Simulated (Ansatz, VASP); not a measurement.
**Two plane-wave programs on K**

```
K
1.0
     0.00000    3.18639    3.18639
     3.18639    0.00000    3.18639
     3.18639    3.18639    0.00000
K
1
Direct
  0.00000 0.00000 0.00000
```

Alike in both runs: task single point; functional LDA; k mesh 10 × 10 × 10; occupations fermi-dirac, width 0.1 eV; no spin polarisation.

|  | VASP | Ansatz |
| --- | --- | --- |
| version | VASP 6.6.1 | Ansatz 0.2.0 |
| potentials or method | VASP PAW LDA potentials, release 64 (K_sv), cutoff 520 eV | plane waves (420 eV) with PAW, scalar-relativistic |
| valence electrons in the cell | 9 | 9 |

|  | VASP | Ansatz | Ansatz less VASP |
| --- | --- | --- | --- |
| pressure (GPa) | 0.0 | 0.0 | +0.02 |

Ansatz warns that its potentials were made for another functional, while VASP's fit it. LDA's correlation is that of Perdew and Zunger in VASP and of Perdew and Wang (1992) in Ansatz.
